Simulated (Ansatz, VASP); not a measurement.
## One calculation of ZnO, two programs

The input INCAR:

```
ALGO = Normal
EDIFF = 1E-6
ENCUT = 520
GGA = PE
ISIF = 2
ISMEAR = 0
IVDW = 12
LASPH = T
LCHARG = T
LELF = T
LREAL = F
LVHAR = T
LWAVE = F
NBANDS = 16
NELM = 100
PREC = Accurate
SIGMA = 0.01
```

Contents of KPOINTS:

```
k-points
0
Gamma
  8 8 8
```

POSCAR

```
ZnO
1.0
    0.0000000000      2.1337703828      2.1337703828
    2.1337703828      0.0000000000      2.1337703828
    2.1337703828      2.1337703828      0.0000000000
Zn O
1 1
Direct
    0.0000000000      0.0000000000      0.0000000000
    0.5000000000      0.5000000000      0.5000000000
```

Input for Ansatz:

```yaml
crystal:
  lattice:
    - [0.0, 2.1337703828, 2.1337703828]
    - [2.1337703828, 0.0, 2.1337703828]
    - [2.1337703828, 2.1337703828, 0.0]
  atoms:
    - { symbol: Zn, position: [0.0, 0.0, 0.0] }
    - { symbol: O, position: [0.5, 0.5, 0.5] }
kpoints:
  mp_grid: { grid: [8, 8, 8] }
hamiltonian:
  xc: pbe
  dispersion: d3bj
scf:
  occupations: { method: fixed }
  n_extra_bands: 4
output:
  forces: true
  stress: true
  eigenvalues: true
```

Alike in both runs: task single point; functional PBE; dispersion D3(BJ); k mesh 8 × 8 × 8; no spin polarisation.

```csv
,VASP,Ansatz
version,VASP 6.6.1,Ansatz 0.2.0
potentials or method,"VASP PAW PBE potentials, release 64 (Zn, O)",plane waves
plane-wave cutoff (eV),520,420
occupations,"gaussian, width 0.01 eV",fixed
valence electrons in the cell,18,18
```

|  | VASP | Ansatz | Ansatz less VASP |
| --- | --- | --- | --- |
| gap on the k mesh at the Fermi level (eV) | 0.92 | 0.95 | +0.034 |
| pressure (GPa) | 4.5 | 3.3 | -1.17 |
